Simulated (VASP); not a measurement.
# AgCl (Chlorargyrite): single point with LDA

AgCl (Chlorargyrite):

```
CELL_PARAMETERS angstrom
0.00000 2.77099 2.77099
2.77099 0.00000 2.77099
2.77099 2.77099 0.00000
ATOMIC_POSITIONS crystal
Ag 0.00000 0.00000 0.00000
Cl 0.50000 0.50000 0.50000
```

- Program: VASP 6.6.1
- Task: single point
- Functional: LDA
- Potentials or basis: VASP PAW LDA potentials, release 64 (Ag, Cl)
- Cutoff: 520 eV
- k mesh: 8 × 8 × 8
- Occupations: fermi-dirac, width 0.05 eV
- Spin: no spin polarisation
- Dipole correction: no
- Further INCAR settings: ALGO = Normal; EDIFF = 1e-06; NBANDS = 16

```
Pressure               : -5.5 GPa
Band gap on the k mesh : 0.64 eV, indirect (least direct gap 2.95 eV)
```

Levels at points of the mesh, in eV from the valence-band top:
```tsv
k point	band 5	band 6	band 7	band 8	band 9	band 10	band 11	band 12	band 13	band 14
(0.00, 0.00, 0.00)	-2.49	-2.49	-2.31	-2.31	-2.31	0.64	10.74	10.74	10.74	12.04
(0.50, 0.00, 0.00)	-2.15	-2.15	-1.83	0.00	0.00	3.96	6.35	7.45	7.45	13.29
(0.50, 0.50, 0.00)	-2.87	-2.30	-2.02	-2.02	-1.94	2.12	7.84	8.39	11.23	11.23
```

It used 24 s of CPU time on 1 thread of AMD EPYC 7R13 Processor (Zen 3), with other jobs on the host.

A k mesh can miss the band edges. As with any semilocal functional, this LDA gap is likely too small.
